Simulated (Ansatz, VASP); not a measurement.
# Si5H12O3: VASP beside Ansatz

```
Si O H
1.0
    15.00000    0.00000    0.00000
     0.00000   15.00000    0.00000
     0.00000    0.00000   15.00000
Si O H
5 3 12
Direct
  0.49748 0.49654 0.52049
  0.47884 0.47074 0.67354
  0.69933 0.50151 0.46704
  0.40709 0.34764 0.40525
  0.41383 0.67877 0.46202
  0.59735 0.46540 0.48864
  0.42340 0.44012 0.46314
  0.48531 0.60289 0.49811
  0.38951 0.50349 0.70332
  0.54924 0.51844 0.72560
  0.48523 0.37322 0.69328
  0.74264 0.53373 0.55073
  0.75089 0.42505 0.43010
  0.69680 0.57568 0.40071
  0.41211 0.26835 0.46531
  0.31646 0.35323 0.36493
  0.47547 0.33883 0.33345
  0.33998 0.69025 0.52784
  0.46343 0.76431 0.45231
  0.37561 0.65179 0.37417
```

Alike in both runs: functional PBE; k mesh 1 × 1 × 1; occupations gaussian, width 0.02 eV; no spin polarisation.

Ansatz relaxed the structure, and its values are those at the end. VASP's run is a single point on that final structure, the one shown.

|  | VASP | Ansatz |
| --- | --- | --- |
| version | VASP 6.6.1 | Ansatz 0.2.0 |
| potentials or method | VASP PAW PBE potentials, release 64 (Si, O, H) | scalar-relativistic, plane waves, PAW |
| plane-wave cutoff (eV) | 520 | 420 |
| valence electrons in the cell | 50 | 50 |

```csv
,VASP,Ansatz,Ansatz less VASP
gap on the k mesh at the Fermi level (eV),5.58,5.58,-0.005
rms of the force components (eV/Å),0.016,0.002,-0.0138
```

Ansatz's warnings: xc potential rough in thin density.
